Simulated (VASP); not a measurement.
# LiNbO3 (R-3c) in VASP: single point with PBEsol

Aim: the single point of LiNbO3 with PBEsol.

Everything below comes from runs of VASP 6.6.1. Logs are shortened: lines on timing, memory, paths and dates and some standing lists are left out, and cuts for length are marked.

**1. The cell of the first run**

The structure is trigonal, space group R-3c (No. 167). Conventional cell: a = 5.183 Å, b = 5.183 Å, c = 13.648 Å, α = 90.00°, β = 90.00°, γ = 120.00°. Li (site symmetry 32) has 3 O at 1.97 Å within 2.6 Å. Within 2.6 Å of Nb (site symmetry -3) lie 6 O at 1.98 Å. Within 2.6 Å of O (site symmetry 2) lie 1 Li at 1.97 Å and 2 Nb at 1.98 Å.

**2. Single point, PBEsol**

INCAR reads:

```
SYSTEM = LiNbO3
ALGO = Normal
EDIFF = 1E-6
ENCUT = 750
GGA = PS
GGA_COMPAT = .FALSE.
ISIF = 2
ISMEAR = 0
LASPH = .TRUE.
LCHARG = .FALSE.
LREAL = .FALSE.
LWAVE = .FALSE.
NBANDS = 45
NELM = 120
PREC = Accurate
SIGMA = 0.02
```

KPOINTS reads:

```
k-points
0
G
  6 6 6
  0 0 0
```

POSCAR reads:

```
LiNbO3
1.0
    2.5912948435      1.4960847771      4.5492247475
   -2.5912948435      1.4960847771      4.5492247475
    0.0000000000     -2.9921695492      4.5492247491
Li Nb O
2 2 6
Direct
    0.7500000000      0.7500000000      0.7500000000
    0.2500000000      0.2500000000      0.2500000000
    0.5000000000      0.5000000000      0.5000000000
    0.0000000000      0.0000000000      0.0000000000
    0.6295713574      0.8704286426      0.2500000000
    0.2500000000      0.6295713574      0.8704286426
    0.8704286426      0.2500000000      0.6295713574
    0.3704286426      0.1295713574      0.7500000000
    0.7500000000      0.3704286426      0.1295713574
    0.1295713574      0.7500000000      0.3704286426
```

Potentials or basis: VASP PAW PBE potentials, release 64 (Li_sv, Nb_sv, O).

Launch:

```bash
$ cat potpaw_PBE.64/Li_sv/POTCAR potpaw_PBE.64/Nb_sv/POTCAR potpaw_PBE.64/O/POTCAR > POTCAR
$ mpirun -np 1 vasp_std > vasp.out
```

OUTCAR:

```text
SYSTEM = LiNbO3
   EDIFF = 1E-6
   ENCUT = 750
   GGA = PS
   ISIF = 2
   ISMEAR = 0
   LASPH = .TRUE.
   LREAL = .FALSE.
   NELM = 120
   PREC = Accurate

 ion  position               nearest neighbor table
   1  0.750  0.750  0.750-   9 1.97  10 1.97   8 1.97
   2  0.250  0.250  0.250-   6 1.97   7 1.97   5 1.97
   3  0.500  0.500  0.500-   6 1.98   9 1.98   7 1.98  10 1.98   5 1.98   8 1.98
   4  0.000  0.000  0.000-   7 1.98  10 1.98   9 1.98   6 1.98   5 1.98   8 1.98
   5  0.630  0.870  0.250-   2 1.97   3 1.98   4 1.98
   6  0.250  0.630  0.870-   2 1.97   3 1.98   4 1.98
   7  0.870  0.250  0.630-   2 1.97   4 1.98   3 1.98
   8  0.370  0.130  0.750-   1 1.97   3 1.98   4 1.98
   9  0.750  0.370  0.130-   1 1.97   3 1.98   4 1.98
  10  0.130  0.750  0.370-   1 1.97   4 1.98   3 1.98

  LATTYP: Found a trigonal (rhomboedric) cell.
 ALAT       =     5.4450458611
 COS(alpha) =     0.5470392476

  Lattice vectors:

 A1 = (   2.5912948435,   1.4960847771,   4.5492247475)
 A2 = (  -2.5912948435,   1.4960847771,   4.5492247475)
 A3 = (   0.0000000000,  -2.9921695492,   4.5492247491)

Analysis of symmetry for initial positions (statically):
=====================================================================
 Subroutine PRICEL returns:
 Original cell was already a primitive cell.

 Routine SETGRP: Setting up the symmetry group for a
 trigonal (rhombohedral) supercell.

 Subroutine GETGRP returns: Found 12 space group operations
 (whereof  6 operations were pure point group operations)
 out of a pool of 12 trial point group operations.

The static configuration has the point symmetry S_6 .
 The point group associated with its full space group is D_3d.

Analysis of symmetry for dynamics (positions and initial velocities):
=====================================================================
 Subroutine PRICEL returns:
 Original cell was already a primitive cell.

 Routine SETGRP: Setting up the symmetry group for a
 trigonal (rhombohedral) supercell.

 Subroutine GETGRP returns: Found 12 space group operations
 (whereof  6 operations were pure point group operations)
 out of a pool of 12 trial point group operations.

The dynamic configuration has the point symmetry S_6 .
 The point group associated with its full space group is D_3d.

 Subroutine INISYM returns: Found 12 space group operations
 (whereof  6 operations are pure point group operations),
 and found     1 'primitive' translations

----------------------------------------------------------------------------------------

                                     Primitive cell

  volume of cell :     105.8185

  direct lattice vectors                    reciprocal lattice vectors
     2.591294844  1.496084777  4.549224748     0.192953728  0.111401887  0.073272558
    -2.591294844  1.496084777  4.549224748    -0.192953728  0.111401887  0.073272558
     0.000000000 -2.992169549  4.549224749     0.000000000 -0.222803773  0.073272558

  length of vectors
     5.445045861  5.445045861  5.445045861     0.234542937  0.234542937  0.234542937

  position of ions in fractional coordinates (direct lattice)
     0.750000000  0.750000000  0.750000000
     0.250000000  0.250000000  0.250000000
     0.500000000  0.500000000  0.500000000
     0.000000000  0.000000000  0.000000000
     0.629571357  0.870428643  0.250000000
     0.250000000  0.629571357  0.870428643
     0.870428643  0.250000000  0.629571357
     0.370428643  0.129571357  0.750000000
     0.750000000  0.370428643  0.129571357
     0.129571357  0.750000000  0.370428643

  ion indices of the primitive-cell ions
   primitive index   ion index
                 1           1
                 2           2
                 3           3
                 4           4
                 5           5
                 6           6
                 7           7
                 8           8
                 9           9
                10          10

----------------------------------------------------------------------------------------

 KPOINTS: k-points

Automatic generation of k-mesh.
 Grid dimensions read from file:
 generate k-points for:    6    6    6

 Generating k-lattice:

  Cartesian coordinates                     Fractional coordinates (reciprocal lattice)
     0.032158955  0.018566981  0.012212093     0.166666667  0.000000000  0.000000000
    -0.032158955  0.018566981  0.012212093     0.000000000  0.166666667  0.000000000
     0.000000000 -0.037133962  0.012212093     0.000000000  0.000000000  0.166666667

  Length of vectors
     0.039090489  0.039090489  0.039090489

  Shift w.r.t. Gamma in fractional coordinates (k-lattice)
     0.000000000  0.000000000  0.000000000

 Subroutine IBZKPT returns following result:
 ===========================================

 Found     32 irreducible k-points:

 Following reciprocal coordinates:
            Coordinates               Weight
  0.000000  0.000000  0.000000      1.000000
  0.166667 -0.000000 -0.000000      6.000000
  0.333333 -0.000000 -0.000000      6.000000
  0.500000 -0.000000  0.000000      3.000000
  0.166667  0.166667 -0.000000      6.000000
  0.333333  0.166667  0.000000     12.000000
[... 16 lines left out ...]
  0.500000  0.500000  0.166667      6.000000
 -0.333333  0.500000  0.166667     12.000000
 [... further k-points ...]
   k-points           NKPTS =     32   k-points in BZ     NKDIM =     32   number of bands    NBANDS=     45
   number of dos      NEDOS =    301   number of ions     NIONS =     10
   total plane-waves  NPLWV = 125000
   dimension x,y,z NGX =    50 NGY =   50 NGZ =   50
   dimension x,y,z NGXF=   100 NGYF=  100 NGZF=  100
   ions per type =               2   2   6
   NGX,Y,Z   is equivalent  to a cutoff of  15.27, 15.27, 15.27 a.u.
   NGXF,Y,Z  is equivalent  to a cutoff of  30.53, 30.53, 30.53 a.u.
 SYSTEM =  LiNbO3
   PREC   = accura    normal or accurate (medium, high low for compatibility)
   ISTART =      0    job   : 0-new  1-cont  2-samecut
   ICHARG =      2    charge: 1-file 2-atom 10-const
   ISPIN  =      1    spin polarized calculation?
   LNONCOLLINEAR =      F non collinear calculations
   LSORBIT =      F    spin-orbit coupling
   LASPH  =      T    aspherical Exc in radial PAW
   ENCUT  =  750.0 eV  55.12 Ry    7.42 a.u.  12.16 12.16 12.16*2*pi/ulx,y,z
   NELM   =    120;   NELMIN=  2; NELMDL= -5     # of ELM steps
   EDIFF  = 0.1E-05   stopping-criterion for ELM
   LREAL  =      F    real-space projection
   EDIFFG = 0.1E-04   stopping-criterion for IOM
   NSW    =      0    number of steps for IOM
   IBRION =     -1    ionic relax: 0-MD 1-quasi-New 2-CG
   NFREE  =      0    steps in history (QN), initial steepest desc. (CG)
   ISIF   =      2    stress and relaxation
   ISYM   =      2    0-nonsym 1-usesym 2-fastsym
   POTIM  = 0.5000    time-step for ionic-motion
   TEBEG  =    0.0;   TEEND  =   0.0 temperature during run
   PSTRESS=    0.0 pullay stress
   NELECT =      68.0000    total number of electrons
   NUPDOWN=      -1.0000    fix difference up-down
   EMIN   =  10.00;   EMAX   =-10.00  energy-range for DOS
   EFERMI =   0.00;   METHOD = LEGACY
   ISMEAR =     0;   SIGMA  =   0.02  broadening in eV -4-tet -1-fermi 0-gaus
   EFERMI_NEDOS =   21; number of points for ismear=-14 and -15
   IALGO  =     38    algorithm
   IMIX   =      4    mixing-type and parameters
     AMIX     =   0.40;   BMIX     =  1.00
     AMIX_MAG =   1.60;   BMIX_MAG =  1.00
  volume/ion in A,a.u.               =      10.58        71.41
  Fermi-wavevector in a.u.,A,eV,Ry     =   1.412724  2.669661 27.154349  1.995788
  Thomas-Fermi vector in A             =   2.534443
   LORBIT       =      0    0 simple, 1 ext, 2 COOP (PROOUT), +10 PAW based schemes
   GGA     = PS    functional components
   LHFCALC =     F    Hartree Fock is set to
   AEXX    =    0.0000 exact exchange contribution
   IVDW    =     0    specifies the selected vdW correction
   LEPSILON=     F    determine dielectric tensor
   LRPA    =     F    only Hartree local field effects (RPA)
 non-spin polarized calculation
 Gauss-broadening in eV      SIGMA  =   0.02
  energy-cutoff  :      750.00
  volume of cell :      105.82
 maximum number of plane-waves:      4979
 NGX is ok and might be reduce to    50
   NGX = 25   NGY = 25   NGZ = 25

 number of electron      67.9999994 magnetization

 Free energy of the ion-electron system (eV)
  ---------------------------------------------------
  ext. energy  EPLUGINS =         0.00000000
  ---------------------------------------------------
  free energy    TOTEN  =       -83.21613433 eV

  energy without entropy =      -83.21613433  energy(sigma->0) =      -83.21613433

 E-fermi :   3.7800     XC(G=0): -11.0670

 val. band max:        3.6525639410   @ k =  -0.1667   0.1667   0.0000
 cond. band min:       6.1916964632   @ k =   0.5000   0.5000   0.0000
 fundamental gap:      2.5391325221
 Fermi energy:         3.7800435018

 k-point     1 :       0.0000    0.0000    0.0000
  band No.  band energies     occupation
      1     -50.6265      2.00000
      2     -50.6100      2.00000
      3     -38.4597      2.00000
      4     -38.4575      2.00000
      5     -26.9249      2.00000
      6     -26.9249      2.00000
[... 37 lines left out ...]
     44      14.6533      0.00000
     45      14.7396      0.00000

 k-point     2 :       0.1667   -0.0000   -0.0000
  band No.  band energies     occupation
      1     -50.6254      2.00000
      2     -50.6111      2.00000
      3     -38.4596      2.00000
      4     -38.4576      2.00000
      5     -26.9141      2.00000
      6     -26.9134      2.00000
[... 1048 lines left out ...]
 k-point    24 :      -0.3333    0.5000    0.1667
  band No.  band energies     occupation
      1     -50.6196      2.00000
      2     -50.6168      2.00000
      3     -38.4589      2.00000
      4     -38.4584      2.00000
      5     -26.9383      2.00000
      6     -26.9335      2.00000
[... 37 lines left out ...]
     44      13.5034      0.00000
     45      13.7909      0.00000

 [... further k-points ...]

------------------------ aborting loop because EDIFF is reached ----------------------------------------

  FORCE on cell =-STRESS in cart. coord.  units (eV):
  Direction    XX          YY          ZZ          XY          YZ          ZX
  --------------------------------------------------------------------------------------
  -------------------------------------------------------------------------------------
  Total       -0.2686895     -0.2686895     -0.3123518     -0.0000000     -0.0000000      0.0000000
  in kB       -4.0681746     -4.0681746     -4.7292565     -0.0000000     -0.0000000      0.0000000
  external PRESSURE =      -4.2885353 kB  Pullay stress =       0.0000000 kB

 VOLUME and BASIS-vectors are now :
 -----------------------------------------------------------------------------
  energy-cutoff  :      750.00
  volume of cell :      105.82
      direct lattice vectors                 reciprocal lattice vectors
     2.591294844  1.496084777  4.549224748     0.192953728  0.111401887  0.073272558
    -2.591294844  1.496084777  4.549224748    -0.192953728  0.111401887  0.073272558
     0.000000000 -2.992169549  4.549224749     0.000000000 -0.222803773  0.073272558

 POSITION                                       TOTAL-FORCE (eV/Angst)
 -----------------------------------------------------------------------------------
      0.00000      0.00000     10.23576        -0.000000     -0.000000      0.000000
      0.00000      0.00000      3.41192        -0.000000     -0.000000      0.000000
      0.00000      0.00000      6.82384        -0.000000     -0.000000      0.000000
      0.00000      0.00000      0.00000        -0.000000     -0.000000      0.000000
     -0.62413      1.49608      7.96114         0.022349     -0.000000      0.000000
     -0.98358     -1.28856      7.96114        -0.011175      0.019355     -0.000000
      1.60771     -0.20753      7.96114        -0.011175     -0.019355      0.000000
      0.62413     -1.49608      5.68653        -0.022349     -0.000000     -0.000000
      0.98358      1.28856      5.68653         0.011175     -0.019355      0.000000
     -1.60771      0.20753      5.68653         0.011175      0.019355     -0.000000
 -----------------------------------------------------------------------------------
    total drift:                               -0.000000     -0.000000      0.000000

  FREE ENERGIE OF THE ION-ELECTRON SYSTEM (eV)
  ---------------------------------------------------
  free  energy   TOTEN  =       -83.2161343270 eV

  energy  without entropy=      -83.2161343270  energy(sigma->0) =      -83.21613433
```

Run time: 9.6 min. Hardware: 1 thread of Oxide Virtual Turin-like, shared host; peak memory 0.43 GiB.

What came out:

```yaml
Free_energy: -83.2161 eV
Pressure: -0.4 GPa
Largest_force: 0.022 eV/Å
Band_gap_on_the_k_mesh: 2.54 eV (least direct gap 2.64 eV)
```

Forces on the atoms (eV/Å):
```
Li   0.000  0.000  0.000
Li   0.000  0.000  0.000
Nb   0.000  0.000  0.000
Nb   0.000  0.000  0.000
O    0.022  0.000  0.000
O   -0.011  0.019  0.000
O   -0.011 -0.019  0.000
O   -0.022  0.000  0.000
O    0.011 -0.019  0.000
O    0.011  0.019  0.000
```

Caveat: the PAW data sets were made with another functional, which shifts forces and pressure a little. A k mesh can miss the band edges.
